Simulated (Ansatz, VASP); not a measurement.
**One calculation of NiMoIrPdW, two programs**

```
Ni Mo Pd Ir W
1.0
     2.34460   -1.43138    0.00906
     2.34460    1.43138    0.00906
    -2.20600    0.00000   10.92374
Ni Mo Pd Ir W
1 1 1 1 1
Direct
  0.49838 0.49838 0.29525
  0.31773 0.31773 0.91207
  0.24733 0.24733 0.49061
  0.74982 0.74982 0.10802
  0.68673 0.68673 0.69406
```

Alike in both runs: task relaxation of cell and atoms; functional PBEsol; k mesh 8 × 8 × 2; occupations fermi-dirac, width 0.05 eV; collinear spin.

|  | VASP | Ansatz |
| --- | --- | --- |
| version | VASP 6.6.1 | Ansatz 0.2.0 |
| potentials or method | VASP PAW PBE potentials, release 64 (Ni, Mo_sv, Pd, Ir, W_sv) | Ansatz PAW |
| plane-wave cutoff (eV) | 600 | 420 |
| valence electrons in the cell | 57 | 81 |

VASP gave:

| Property | Result |
| --- | --- |
| gap on the k mesh at the Fermi level, each at its own relaxed structure (eV) | none |
| net moment per atom (μB) | 0.00 |
| relaxed volume (Å³/atom) | 14.16 |
| relaxed length of the cell vector where the two differ most in proportion (Å) | 2.718 |

Problem. What did Ansatz give for the same quantities?

Solution. gap on the k mesh at the Fermi level, each at its own relaxed structure (eV): none; net moment per atom (μB): 0.00; relaxed volume (Å³/atom): 14.14; relaxed length of the cell vector where the two differ most in proportion (Å): 2.716.

VASP's potentials were made for PBE, not for PBEsol. A gap of «none» marks a metal or a gap that the smearing closes. VASP's potentials hold 57 valence electrons a cell and Ansatz's 81, so a difference there can come from the potentials and not from the codes.

Spin-orbit coupling is off throughout. Noted on Ansatz's run: the plane-wave basis is chosen anew once the cell has moved, so the energies of steps on either side of that aren't comparable.
